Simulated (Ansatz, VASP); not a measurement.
## Al3GaN4: VASP beside Ansatz

```
CELL_PARAMETERS angstrom
4.36305 -0.24239 -0.24239
-0.24239 4.36305 -0.24239
-0.24239 -0.24239 4.36305
ATOMIC_POSITIONS crystal
Al 0.50000 0.50000 0.00000
Al 0.50000 0.00000 0.50000
Al 0.00000 0.50000 0.50000
Ga 0.00000 0.00000 0.00000
N 0.74471 0.74471 0.25529
N 0.74471 0.25529 0.74471
N 0.25529 0.74471 0.74471
N 0.25529 0.25529 0.25529
```

Change from the starting cell: equal engineering shear yz, xz and xy -0.1100, equal normal strain along x, y and z -0.0100.

Alike in both runs: task single point; functional PBEsol; k mesh 6 × 6 × 6; occupations gaussian, width 0.05 eV; no spin polarisation.

|  | VASP | Ansatz |
| --- | --- | --- |
| version | VASP 6.6.1 | Ansatz 0.2.0 |
| potentials or method | VASP PAW PBE potentials, release 64 (Al, Ga_d, N), cutoff 520 eV | scalar-relativistic, plane waves, PAW |
| valence electrons in the cell | 42 | 42 |

VASP gave:

```
gap on the k mesh at the Fermi level (eV)                     : 2.65
least direct gap on the mesh (eV)                             : 2.65
pressure (GPa)                                                : 18.3
traceless stress, the component that is largest in VASP (GPa) : 32.16
rms of the force components (eV/Å)                            : 2.372
```

Estimate Ansatz's values.

gap on the k mesh at the Fermi level (eV): 2.67; least direct gap on the mesh (eV): 2.67; pressure (GPa): 18.2; traceless stress, the component that is largest in VASP (GPa): 31.86; rms of the force components (eV/Å): 2.348.

VASP's potentials were made for PBE, not for PBEsol. Atom by atom the forces differ by 0.049 eV/Å (rms over components).
